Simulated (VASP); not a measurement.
A run of VASP 6.6.1 is set up as follows.

The input INCAR:

```
SYSTEM = EuS
  PREC = Accurate
  ENCUT = 600
  EDIFF = 1E-6
  ISMEAR = 1
  SIGMA = 0.005
  LREAL = .False.
  LASPH = .True.
  NELM = 200
  ALGO = Normal
  ISIF = 2
  LWAVE = .False.
  LCHARG = .False.
  ISPIN = 2
  MAGMOM = 7 0
  LORBIT = 11
  LMAXMIX = 6
  GGA = PS
  NBANDS = 22
  GGA_COMPAT = .False.
```

KPOINTS

```
regular mesh
0
Gamma
  10 10 10
  0 0 0
```

POSCAR

```
EuS
1.0
    0.0000000000      2.9242242605      2.9242242605
    2.9242242605      0.0000000000      2.9242242605
    2.9242242605      2.9242242605      0.0000000000
Eu S
1 1
Direct
    0.0000000000      0.0000000000      0.0000000000
    0.5000000000      0.5000000000      0.5000000000
```

Potentials or basis: VASP PAW PBE potentials, release 64 (Eu, S).

Command:

```console
$ cat potpaw_PBE.64/Eu/POTCAR potpaw_PBE.64/S/POTCAR > POTCAR
$ mpirun -np 1 vasp_std > vasp.out
```

(1) Estimate the pressure.

(2) Estimate the site moments.

Results:

(1) -3.5 GPa.

(2) Eu +6.57; S -0.08 μB.

Caveat: the cell stands under tension; the PAW data sets were made with another functional, which shifts forces and pressure a little; a cell with one magnetic atom can't hold antiferromagnetic order, which such compounds often take.
